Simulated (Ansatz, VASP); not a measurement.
# One calculation of WSe2, two programs

The input INCAR:

```
PREC = Accurate
ENCUT = 520
EDIFF = 1E-6
ISMEAR = 0
SIGMA = 0.02
LREAL = False
LASPH = True
NELM = 100
ALGO = Normal
ISIF = 2
LWAVE = False
LCHARG = False
GGA = PE
IVDW = 12
NBANDS = 35
```

File KPOINTS:

```
Automatic mesh
0
Gamma
  9 9 2
```

Contents of POSCAR:

```
WSe2
1.0
    3.2790157502      0.0000000000      0.0000000000
   -1.6395078751      2.8397109391      0.0000000000
    0.0000000000      0.0000000000     12.7885056705
W Se
2 4
Direct
    0.3333333333      0.6666666667      0.2500000000
    0.6666666667      0.3333333333      0.7500000000
    0.3333333333      0.6666666667      0.6182884598
    0.6666666667      0.3333333333      0.1182884598
    0.3333333333      0.6666666667      0.8817115402
    0.6666666667      0.3333333333      0.3817115402
```

Input for Ansatz:

```yaml
crystal:
  lattice:
    - [3.2790157617, 0.0, 0.0]
    - [-1.6395078808, 2.839710949, 0.0]
    - [0.0, 0.0, 12.788505874]
  atoms:
    - { symbol: W, position: [0.3333333333, 0.6666666667, 0.25] }
    - { symbol: W, position: [0.6666666667, 0.3333333333, 0.75] }
    - { symbol: Se, position: [0.3333333333, 0.6666666667, 0.6182884625] }
    - { symbol: Se, position: [0.6666666667, 0.3333333333, 0.1182884625] }
    - { symbol: Se, position: [0.3333333333, 0.6666666667, 0.8817115375] }
    - { symbol: Se, position: [0.6666666667, 0.3333333333, 0.3817115375] }
basis:
  ecutwfc: 420
kpoints:
  mp_grid: { grid: [9, 9, 2] }
  band_path: { path: [VBM, CBM], npoints: 2 }
hamiltonian:
  xc: pbe
  dispersion: d3bj
scf:
  occupations: { method: gaussian, width: 0.02 }
output:
  forces: true
  stress: true
  eigenvalues: true
```

Alike in both runs: task single point; functional PBE; dispersion D3(BJ); k mesh 9 × 9 × 2; occupations gaussian, width 0.02 eV; no spin polarisation.

```csv
,VASP,Ansatz
version,VASP 6.6.1,Ansatz 0.2.0
potentials or method,"VASP PAW PBE potentials, release 64 (W_sv, Se), cutoff 520 eV","scalar-relativistic, plane waves, PAW"
valence electrons in the cell,52,92
```

```tsv
	VASP	Ansatz	Ansatz less VASP
gap on the k mesh at the Fermi level (eV)	0.99	1.00	+0.005
least direct gap on the mesh (eV)	1.56	1.57	+0.003
pressure (GPa)	0.3	0.0	-0.32
traceless stress, the component that is largest in VASP (GPa)	0.08	-0.01	-0.083
rms of the force components (eV/Å)	0.022	0.001	-0.0214
```

Atom by atom the forces differ by 0.023 eV/Å (rms over components). VASP's potentials hold 52 valence electrons a cell and Ansatz's 92, so a difference there can come from the potentials and not from the codes.

Spin-orbit coupling is off throughout.
